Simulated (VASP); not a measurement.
Set up this calculation in VASP 6.6.1, as the native input.

```
Task                   : relaxation of cell and atoms
Functional             : LDA
Potentials or basis    : VASP PAW LDA potentials, release 64 (W_sv)
Cutoff                 : 600 eV
k mesh                 : 18 × 18 × 18
Occupations            : gaussian, width 0.1 eV
Spin                   : no spin polarisation
Dipole correction      : no
Further INCAR settings : ALGO = Normal; EDIFF = 1e-06; IBRION = 2; EDIFFG = -0.005; NSW = 100; ISIF = 3
```

The structure of W lies in POSCAR:

```
W
1.0
   -1.5688199714      1.5688199714      1.5688199714
    1.5688199714     -1.5688199714      1.5688199714
    1.5688199714      1.5688199714     -1.5688199714
W
1
Direct
    0.0000000000      0.0000000000      0.0000000000
```

The input as run:

INCAR

```
SYSTEM = W
  ALGO = Normal
  EDIFF = 1E-6
  EDIFFG = -0.005
  ENCUT = 600
  IBRION = 2
  ISIF = 3
  ISMEAR = 0
  LASPH = .TRUE.
  LCHARG = .FALSE.
  LREAL = .FALSE.
  LWAVE = .FALSE.
  NELM = 100
  NSW = 100
  PREC = Accurate
  SIGMA = 0.1
```

KPOINTS

```
k-points
0
G
  18 18 18
  0 0 0
```

Potentials or basis: VASP PAW LDA potentials, release 64 (W_sv).

The run is started by

```console
$ cat potpaw_LDA.64/W_sv/POTCAR > POTCAR
$ mpirun -np 1 vasp_std > vasp.out
```

Results of the run:

| Quantity | Value |
| --- | --- |
| Relaxed volume | 15.51 Å³/atom |
| Relaxed cell | a = 2.721 Å, b = 2.721 Å, c = 2.721 Å, α = 109.47°, β = 109.47°, γ = 109.47° |
| Space group after relaxing (to 0.05 Å) | Im-3m (No. 229) |
| Energy gained by relaxing | 0.3 meV/atom |
| Ionic steps | 3 |
| Pressure after relaxing | 0.0 GPa |
| Band gap on the k mesh | zero (band 7 reaches 16.94 eV, above the bottom of band 8 at 10.34 eV) |

Caveat: spin-orbit coupling is left out, which moves the levels of the heavy elements.

It took 32 s on 1 thread of Intel(R) Xeon(R) Platinum 8488C (Sapphire Rapids) (shared host), peak memory 0.16 GiB.
